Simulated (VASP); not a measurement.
Here is a VASP 6.6.1 calculation.

The input POSCAR:

```
KCl
1.0
    0.0000000000      3.1464700000      3.1464700000
    3.1464700000      0.0000000000      3.1464700000
    3.1464700000      3.1464700000      0.0000000000
K Cl
1 1
Direct
    0.0000000000      0.0000000000      0.0000000000
    0.5000000000      0.5000000000      0.5000000000
```

The input INCAR.step1:

```
  PREC = Accurate
  ENCUT = 600
  ISMEAR = 0
  SIGMA = 0.02
  LREAL = False
  LASPH = True
  NELM = 60
  GGA = PE
  ALGO = Normal
  EDIFF = 1E-4
  LWAVE = True
  LCHARG = False
```

INCAR.step2

```
  PREC = Accurate
  ENCUT = 600
  EDIFF = 1E-6
  ISMEAR = 0
  SIGMA = 0.02
  LREAL = False
  LASPH = True
  NELM = 60
  ALGO = Normal
  ISIF = 3
  LWAVE = False
  LCHARG = False
  METAGGA = R2SCAN
  LMIXTAU = True
  IBRION = 2
  NSW = 100
  EDIFFG = -0.005
  ISTART = 1
```

The input KPOINTS:

```
regular mesh
0
Gamma
  6 6 6
```

Potentials or basis: VASP PAW PBE potentials, release 64 (K_sv, Cl).

The run is started by

```sh
$ cat potpaw_PBE.64/K_sv/POTCAR potpaw_PBE.64/Cl/POTCAR > POTCAR
$ cp INCAR.step1 INCAR
$ mpirun -np 1 vasp_std > vasp.out
$ cp INCAR.step2 INCAR
$ mpirun -np 1 vasp_std > vasp.out
```

Q: What does it give for the band gap on the k mesh?

A: 5.83 eV.

Final structure:
```
CELL_PARAMETERS angstrom
0.00000 3.14647 3.14647
3.14647 0.00000 3.14647
3.14647 3.14647 0.00000
ATOMIC_POSITIONS crystal
K 0.00000 0.00000 0.00000
Cl 0.50000 0.50000 0.50000
```

Caveat: the relaxation stopped at its first step, so nothing moved; the PAW data sets were made with another functional, which shifts forces and pressure a little. r2SCAN opens gaps a little over a GGA but as a rule still falls short of measured ones.
